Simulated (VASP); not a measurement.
# SrSc (Fm-3m) in VASP: single point with PBE

Aim: the single point of SrSc with PBE.

Everything below comes from runs of VASP 6.6.1. Logs are shortened: lines on timing, memory, paths and dates and some standing lists are left out, and cuts for length are marked.

## Step 1: The cell of the first run

The structure is cubic, space group Fm-3m (No. 225). The conventional cell has a = 5.904 Å, b = 5.904 Å, c = 5.904 Å, α = 90.00°, β = 90.00°, γ = 90.00°. Within 3.9 Å of Sr (site symmetry m-3m) lie 6 Sc at 2.95 Å. Within 3.9 Å of Sc (site symmetry m-3m) lie 6 Sr at 2.95 Å.

## Step 2: Single point, PBE

POSCAR reads:

```
SrSc
1.0
    0.0000000000      2.9519530000      2.9519530000
    2.9519530000      0.0000000000      2.9519530000
    2.9519530000      2.9519530000      0.0000000000
Sr Sc
1 1
Direct
    0.5000000000      0.5000000000      0.5000000000
    0.0000000000      0.0000000000      0.0000000000
```

INCAR.step1 reads:

```
SYSTEM = SrSc
PREC = Accurate
ENCUT = 400
EDIFF = 1E-6
ISMEAR = 1
SIGMA = 0.0103
LREAL = .False.
LASPH = .True.
NELM = 120
ALGO = Normal
ISIF = 2
LWAVE = .False.
LCHARG = .True.
LMAXMIX = 4
GGA = PE
NBANDS = 18
GGA_COMPAT = .False.
NEDOS = 2001
LORBIT = 11
```

KPOINTS.step1 reads:

```
regular mesh
0
Gamma
  8 8 8
  0 0 0
```

INCAR.step2 reads:

```
SYSTEM = SrSc
PREC = Accurate
ENCUT = 400
EDIFF = 1E-6
ISMEAR = -5
SIGMA = 0.0103
LREAL = .False.
LASPH = .True.
NELM = 120
ALGO = Normal
ISIF = 2
LWAVE = .False.
LCHARG = .False.
LMAXMIX = 4
GGA = PE
LORBIT = 11
NBANDS = 18
NEDOS = 1001
ICHARG = 11
GGA_COMPAT = .False.
```

KPOINTS.step2 reads:

```
regular mesh
0
Gamma
  12 12 12
  0 0 0
```

Potentials or basis: VASP PAW PBE potentials, release 64 (Sr_sv, Sc_sv).

The run is started by

```console
cat potpaw_PBE.64/Sr_sv/POTCAR potpaw_PBE.64/Sc_sv/POTCAR > POTCAR
cp INCAR.step1 INCAR
cp KPOINTS.step1 KPOINTS
mpirun -np 1 vasp_std > vasp.out
cp INCAR.step2 INCAR
cp KPOINTS.step2 KPOINTS
mpirun -np 1 vasp_std > vasp.out
```

OUTCAR:

```text
SYSTEM = SrSc
   PREC = Accurate
   ENCUT = 400
   EDIFF = 1E-6
   ISMEAR = -5
   LREAL = .False.
   LASPH = .True.
   NELM = 120
   ISIF = 2
   GGA = PE
   LORBIT = 11
   ICHARG = 11

 ion  position               nearest neighbor table
   1  0.500  0.500  0.500-   2 2.95   2 2.95   2 2.95   2 2.95   2 2.95   2 2.95
   2  0.000  0.000  0.000-   1 2.95   1 2.95   1 2.95   1 2.95   1 2.95   1 2.95

  LATTYP: Found a face centered cubic cell.
 ALAT       =     5.9039060000

  Lattice vectors:

 A1 = (   0.0000000000,   2.9519530000,   2.9519530000)
 A2 = (   2.9519530000,   0.0000000000,   2.9519530000)
 A3 = (   2.9519530000,   2.9519530000,   0.0000000000)

Analysis of symmetry for initial positions (statically):
=====================================================================
 Subroutine PRICEL returns:
 Original cell was already a primitive cell.

 Routine SETGRP: Setting up the symmetry group for a
 face centered cubic supercell.

 Subroutine GETGRP returns: Found 48 space group operations
 (whereof 48 operations were pure point group operations)
 out of a pool of 48 trial point group operations.

The static configuration has the point symmetry O_h .

Analysis of symmetry for dynamics (positions and initial velocities):
=====================================================================
 Subroutine PRICEL returns:
 Original cell was already a primitive cell.

 Routine SETGRP: Setting up the symmetry group for a
 face centered cubic supercell.

 Subroutine GETGRP returns: Found 48 space group operations
 (whereof 48 operations were pure point group operations)
 out of a pool of 48 trial point group operations.

The dynamic configuration has the point symmetry O_h .

 Subroutine INISYM returns: Found 48 space group operations
 (whereof 48 operations are pure point group operations),
 and found     1 'primitive' translations

----------------------------------------------------------------------------------------

                                     Primitive cell

  volume of cell :      51.4468

  direct lattice vectors                    reciprocal lattice vectors
     0.000000000  2.951953000  2.951953000    -0.169379391  0.169379391  0.169379391
     2.951953000  0.000000000  2.951953000     0.169379391 -0.169379391  0.169379391
     2.951953000  2.951953000  0.000000000     0.169379391  0.169379391 -0.169379391

  length of vectors
     4.174691968  4.174691968  4.174691968     0.293373710  0.293373710  0.293373710

  position of ions in fractional coordinates (direct lattice)
     0.500000000  0.500000000  0.500000000
     0.000000000  0.000000000  0.000000000

  ion indices of the primitive-cell ions
   primitive index   ion index
                 1           1
                 2           2

----------------------------------------------------------------------------------------

 KPOINTS: regular mesh

Automatic generation of k-mesh.
 Grid dimensions read from file:
 generate k-points for:   12   12   12

 Generating k-lattice:

  Cartesian coordinates                     Fractional coordinates (reciprocal lattice)
    -0.014114949  0.014114949  0.014114949     0.083333333  0.000000000  0.000000000
     0.014114949 -0.014114949  0.014114949     0.000000000  0.083333333  0.000000000
     0.014114949  0.014114949 -0.014114949     0.000000000  0.000000000  0.083333333

  Length of vectors
     0.024447809  0.024447809  0.024447809

  Shift w.r.t. Gamma in fractional coordinates (k-lattice)
     0.000000000  0.000000000  0.000000000

 TETIRR: Found    247 inequivalent tetrahedra from    10368

 Subroutine IBZKPT returns following result:
 ===========================================

 Found     72 irreducible k-points:

 Following reciprocal coordinates:
            Coordinates               Weight
  0.000000  0.000000  0.000000      1.000000
  0.083333  0.000000  0.000000      8.000000
  0.166667  0.000000  0.000000      8.000000
  0.250000  0.000000  0.000000      8.000000
  0.333333  0.000000  0.000000      8.000000
  0.416667  0.000000  0.000000      8.000000
[... 16 lines left out ...]
  0.500000  0.166667  0.000000     24.000000
 -0.416667  0.166667  0.000000     24.000000
 [... further k-points ...]
   k-points           NKPTS =     72   k-points in BZ     NKDIM =     72   number of bands    NBANDS=     18
   number of dos      NEDOS =   1001   number of ions     NIONS =      2
   total plane-waves  NPLWV =  21952
   dimension x,y,z NGX =    28 NGY =   28 NGZ =   28
   dimension x,y,z NGXF=    56 NGYF=   56 NGZF=   56
   ions per type =               1   1
   NGX,Y,Z   is equivalent  to a cutoff of  11.15, 11.15, 11.15 a.u.
   NGXF,Y,Z  is equivalent  to a cutoff of  22.30, 22.30, 22.30 a.u.
 SYSTEM =  SrSc
   PREC   = accura    normal or accurate (medium, high low for compatibility)
   ISTART =      0    job   : 0-new  1-cont  2-samecut
   ICHARG =     11    charge: 1-file 2-atom 10-const
   ISPIN  =      1    spin polarized calculation?
   LNONCOLLINEAR =      F non collinear calculations
   LSORBIT =      F    spin-orbit coupling
   LASPH  =      T    aspherical Exc in radial PAW
   ENCUT  =  400.0 eV  29.40 Ry    5.42 a.u.   6.81  6.81  6.81*2*pi/ulx,y,z
   NELM   =    120;   NELMIN=  2; NELMDL=  0     # of ELM steps
   EDIFF  = 0.1E-05   stopping-criterion for ELM
   LREAL  =      F    real-space projection
   EDIFFG = 0.1E-04   stopping-criterion for IOM
   NSW    =      0    number of steps for IOM
   IBRION =     -1    ionic relax: 0-MD 1-quasi-New 2-CG
   NFREE  =      0    steps in history (QN), initial steepest desc. (CG)
   ISIF   =      2    stress and relaxation
   ISYM   =      2    0-nonsym 1-usesym 2-fastsym
   POTIM  = 0.5000    time-step for ionic-motion
   TEBEG  =    0.0;   TEEND  =   0.0 temperature during run
   PSTRESS=    0.0 pullay stress
   NELECT =      21.0000    total number of electrons
   NUPDOWN=      -1.0000    fix difference up-down
   EMIN   =  10.00;   EMAX   =-10.00  energy-range for DOS
   EFERMI =   0.00;   METHOD = LEGACY
   ISMEAR =    -5;   SIGMA  =   0.01  broadening in eV -4-tet -1-fermi 0-gaus
   EFERMI_NEDOS =   21; number of points for ismear=-14 and -15
   IALGO  =     38    algorithm
   IMIX   =      4    mixing-type and parameters
     AMIX     =   0.40;   BMIX     =  1.00
     AMIX_MAG =   1.60;   BMIX_MAG =  1.00
  volume/ion in A,a.u.               =      25.72       173.59
  Fermi-wavevector in a.u.,A,eV,Ry     =   1.214400  2.294884 20.065434  1.474768
  Thomas-Fermi vector in A             =   2.349821
   LORBIT       =     11    0 simple, 1 ext, 2 COOP (PROOUT), +10 PAW based schemes
   GGA     = PE    functional components
   LHFCALC =     F    Hartree Fock is set to
   AEXX    =    0.0000 exact exchange contribution
   IVDW    =     0    specifies the selected vdW correction
   LEPSILON=     F    determine dielectric tensor
   LRPA    =     F    only Hartree local field effects (RPA)
 non-spin polarized calculation
 Fermi weights with tetrahedron method with Bloechl corrections
  energy-cutoff  :      400.00
  volume of cell :       51.45
 maximum number of plane-waves:       950

 number of electron      20.9999994 magnetization

 Free energy of the ion-electron system (eV)
  ---------------------------------------------------
  ext. energy  EPLUGINS =         0.00000000
  ---------------------------------------------------
  free energy    TOTEN  =        -5.16817983 eV

  energy without entropy =       -5.16817983  energy(sigma->0) =       -5.16817983

 E-fermi :   4.3330     XC(G=0):  -9.8561

 val. band max:        4.3066476202   @ k =  -0.3333   0.3333   0.0833
 cond. band min:       4.2874442338   @ k =   0.2500   0.0833   0.0000
 fundamental gap:     -0.0192033864
 Fermi energy:         4.3330031776

 k-point     1 :       0.0000    0.0000    0.0000
  band No.  band energies     occupation
      1     -45.7243      2.00000
      2     -30.9676      2.00000
      3     -24.4229      2.00000
      4     -24.4229      2.00000
      5     -24.4229      2.00000
      6     -13.0145      2.00000
[... 10 lines left out ...]
     17      10.0518      0.00000
     18      10.6263      0.00000

 k-point     2 :       0.0833    0.0000    0.0000
  band No.  band energies     occupation
      1     -45.7239      2.00000
      2     -30.9673      2.00000
      3     -24.4230      2.00000
      4     -24.4230      2.00000
      5     -24.4228      2.00000
      6     -13.0396      2.00000
[... 10 lines left out ...]
     17       9.9425      0.00000
     18      11.0623      0.00000

 k-point     3 :       0.1667    0.0000    0.0000
  band No.  band energies     occupation
      1     -45.7232      2.00000
      2     -30.9663      2.00000
      3     -24.4233      2.00000
      4     -24.4233      2.00000
      5     -24.4224      2.00000
      6     -13.1071      2.00000
[... 10 lines left out ...]
     17       9.5160      0.00000
     18      10.7247      0.00000

 k-point     4 :       0.2500    0.0000    0.0000
  band No.  band energies     occupation
      1     -45.7225      2.00000
      2     -30.9651      2.00000
      3     -24.4237      2.00000
      4     -24.4237      2.00000
      5     -24.4220      2.00000
      6     -13.1970      2.00000
[... 10 lines left out ...]
     17       8.7252      0.00000
     18      10.2681      0.00000

 k-point     5 :       0.3333    0.0000    0.0000
  band No.  band energies     occupation
      1     -45.7216      2.00000
      2     -30.9638      2.00000
      3     -24.4240      2.00000
      4     -24.4240      2.00000
      5     -24.4215      2.00000
      6     -13.2843      2.00000
[... 10 lines left out ...]
     17       7.8166      0.00000
     18       9.9189      0.00000

 k-point     6 :       0.4167    0.0000    0.0000
  band No.  band energies     occupation
      1     -45.7211      2.00000
      2     -30.9628      2.00000
      3     -24.4243      2.00000
      4     -24.4243      2.00000
      5     -24.4212      2.00000
      6     -13.3468      2.00000
[... 10 lines left out ...]
     17       6.9381      0.00000
     18       9.6313      0.00000

 k-point     7 :       0.5000    0.0000    0.0000
  band No.  band energies     occupation
      1     -45.7206      2.00000
      2     -30.9625      2.00000
      3     -24.4244      2.00000
      4     -24.4244      2.00000
      5     -24.4211      2.00000
      6     -13.3693      2.00000
[... 10 lines left out ...]
     17       6.6585      0.00000
     18       9.5106      0.00000

 k-point     8 :       0.0833    0.0833    0.0000
  band No.  band energies     occupation
      1     -45.7239      2.00000
      2     -30.9671      2.00000
      3     -24.4241      2.00000
      4     -24.4241      2.00000
      5     -24.4210      2.00000
      6     -13.0510      2.00000
[... 10 lines left out ...]
     17       9.8308      0.00000
     18      10.7376      0.00000
[... 229 lines left out ...]
     17       9.1934      0.00000
     18       9.6609      0.00000

 k-point    20 :       0.2500    0.1667    0.0000
  band No.  band energies     occupation
      1     -45.7225      2.00000
      2     -30.9627      2.00000
      3     -24.4292      2.00000
      4     -24.4290      2.00000
      5     -24.4209      2.00000
      6     -13.1872      2.00000
[... 10 lines left out ...]
     17       8.8225      0.00000
     18       9.6744      0.00000

 k-point    21 :       0.3333    0.1667    0.0000
  band No.  band energies     occupation
      1     -45.7218      2.00000
      2     -30.9603      2.00000
      3     -24.4301      2.00000
      4     -24.4297      2.00000
      5     -24.4246      2.00000
      6     -13.2425      2.00000
[... 10 lines left out ...]
     17       8.3903      0.00000
     18       9.6670      0.00000

 k-point    22 :       0.4167    0.1667    0.0000
  band No.  band energies     occupation
      1     -45.7210      2.00000
      2     -30.9584      2.00000
      3     -24.4304      2.00000
      4     -24.4299      2.00000
      5     -24.4280      2.00000
      6     -13.2897      2.00000
[... 10 lines left out ...]
     17       7.9762      0.00000
     18       9.6502      0.00000

 k-point    23 :       0.5000    0.1667    0.0000
  band No.  band energies     occupation
      1     -45.7207      2.00000
      2     -30.9575      2.00000
      3     -24.4344      2.00000
      4     -24.4286      2.00000
      5     -24.4268      2.00000
      6     -13.3198      2.00000
[... 10 lines left out ...]
     17       7.5479      0.00000
     18       9.8742      0.00000

 k-point    24 :      -0.4167    0.1667    0.0000
  band No.  band energies     occupation
      1     -45.7206      2.00000
      2     -30.9577      2.00000
      3     -24.4374      2.00000
      4     -24.4266      2.00000
      5     -24.4245      2.00000
      6     -13.3264      2.00000
[... 10 lines left out ...]
     17       7.3525      0.00000
     18       9.7479      0.00000

 [... further k-points ...]
[... 5 lines left out ...]
  --------------------------------------------------------------------------------------
  -------------------------------------------------------------------------------------
  Total        4.6628291      4.6628291      4.6628291      0.0000000      0.0000000      0.0000000
  in kB      145.2117544    145.2117544    145.2117544      0.0000000      0.0000000      0.0000000
  external PRESSURE =     145.2117544 kB  Pullay stress =       0.0000000 kB

 VOLUME and BASIS-vectors are now :
 -----------------------------------------------------------------------------
  energy-cutoff  :      400.00
  volume of cell :       51.45
      direct lattice vectors                 reciprocal lattice vectors
     0.000000000  2.951953000  2.951953000    -0.169379391  0.169379391  0.169379391
     2.951953000  0.000000000  2.951953000     0.169379391 -0.169379391  0.169379391
     2.951953000  2.951953000  0.000000000     0.169379391  0.169379391 -0.169379391

 POSITION                                       TOTAL-FORCE (eV/Angst)
 -----------------------------------------------------------------------------------
      2.95195      2.95195      2.95195         0.000000     -0.000000      0.000000
      0.00000      0.00000      0.00000        -0.000000      0.000000     -0.000000
 -----------------------------------------------------------------------------------
    total drift:                                0.000000      0.000000      0.000000

  FREE ENERGIE OF THE ION-ELECTRON SYSTEM (eV)
  ---------------------------------------------------
  free  energy   TOTEN  =        -5.1681798330 eV

  energy  without entropy=       -5.1681798330  energy(sigma->0) =       -5.16817983

 total charge

# of ion       s       p       d       tot
------------------------------------------
    1        2.073   5.723   0.470   8.266
    2        2.289   6.036   1.251   9.576
--------------------------------------------------
tot          4.362  11.759   1.721  17.842
```

Wall time 74 s (1 thread of AMD EPYC 7R43 (Zen 3), shared host); peak memory 0.14 GiB.

What came out:

```
Valence electrons inside the program's atomic spheres : Sr 8.27; Sc 9.58
```

Caveat: tetrahedron occupations give inexact forces and stress in metals.
